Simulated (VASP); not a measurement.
A run of VASP 6.6.1 is set up as follows.

INCAR

```
SYSTEM = Cs
PREC = Accurate
ENCUT = 520
EDIFF = 1E-7
ISMEAR = -1
SIGMA = 0.1
LREAL = .FALSE.
LASPH = .TRUE.
NELM = 100
ALGO = Normal
ISIF = 2
LWAVE = .FALSE.
LCHARG = .FALSE.
GGA = CA
NBANDS = 10
```

File KPOINTS:

```
Automatic mesh
0
G
  9 9 9
  0 0 0
```

POSCAR

```
Cs
1.0
    0.0000000000      3.5367507290      3.5367507290
    3.5367507290      0.0000000000      3.5367507290
    3.5367507290      3.5367507290      0.0000000000
Cs
1
Direct
    0.0000000000      0.0000000000      0.0000000000
```

Potentials or basis: VASP PAW LDA potentials, release 64 (Cs_sv).

Run with:

```sh
$ cat potpaw_LDA.64/Cs_sv/POTCAR > POTCAR
$ mpirun -np 1 vasp_std > vasp.out
```

(1) What does it give for the pressure?

Answers

(1) 0.2 GPa.
